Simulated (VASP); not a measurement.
Input of a VASP 6.6.1 run:

The input INCAR:

```
PREC = Accurate
ENCUT = 520
EDIFF = 1E-7
ISMEAR = 0
SIGMA = 0.1
LREAL = False
LASPH = True
NELM = 60
ALGO = Normal
ISIF = 2
LWAVE = False
LCHARG = False
GGA = PE
NBANDS = 22
```

The input KPOINTS:

```
regular mesh
0
Gamma
  6 6 6
```

POSCAR

```
Si2F3
1.0
    4.5942648200      0.0000000000      0.0000000000
   -2.2971324100      3.9787500400      0.0000000000
    0.0000000000      0.0000000000      2.5489863500
Si F
2 3
Direct
    0.3333333300      0.6666666700      0.5000000000
    0.6666666700      0.3333333300      0.5000000000
    0.3333333300      0.6666666700      0.0000000000
    0.6666666700      0.3333333300      0.0000000000
    0.0000000000      0.0000000000      0.0000000000
```

Potentials or basis: VASP PAW PBE potentials, release 64 (Si, F).

The run is started by

```sh
$ cat potpaw_PBE.64/Si/POTCAR potpaw_PBE.64/F/POTCAR > POTCAR
$ mpirun -np 1 vasp_std > vasp.out
```

(1) Predict the pressure.

Results:

(1) 197.4 GPa.

Caveat: the k points lie up to 0.41 Å⁻¹ apart; an odd number of electrons without spin polarisation forces a metal; a magnetic or distorted state may lie lower.
